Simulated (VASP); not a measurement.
Runs of VASP 6.6.1 on Cd. The structure is that of space group Fm-3m (No. 225), or close to it. The cells are those of the table. 

```csv
cell,k mesh,gap on the mesh (eV),pressure (GPa)
"a = 3.213 Å, angles 60.0°, 1 atom",13 × 13 × 13,none,(a)
"a = 3.121 Å, angles 60.0°, 1 atom",13 × 13 × 13,none,6.0
"a = 3.257 Å, angles 60.0°, 1 atom",13 × 13 × 13,none,0.1
"a = 3.382 Å, angles 60.0°, 1 atom",13 × 13 × 13,none,-2.4
"a = 3.300 Å, angles 60.0°, 1 atom",13 × 13 × 13,none,-1.0
"a = 3.168 Å, angles 60.0°, 1 atom",13 × 13 × 13,none,3.4
"a = 3.257 Å, angles 60.0°, 1 atom",19 × 19 × 19,none,0.1
"a = 3.342 Å, angles 60.0°, 1 atom",13 × 13 × 13,none,(b)
```

Alike in all rows: task single point; level RPBE; potentials or basis VASP PAW PBE potentials, release 64 (Cd); no spin polarisation; cutoff (eV) 520; smearing fermi-dirac 0.1 eV.

Problem. Estimate the missing entries.

Solution. (a) 1.5; (b) -1.8.

Caveats: the PAW data sets were made with another functional, which shifts forces and pressure a little.

A k mesh can miss the band edges, and the runs leave out spin-orbit coupling on Cd.

A gap of «none» marks levels without a gap at the run's occupations.
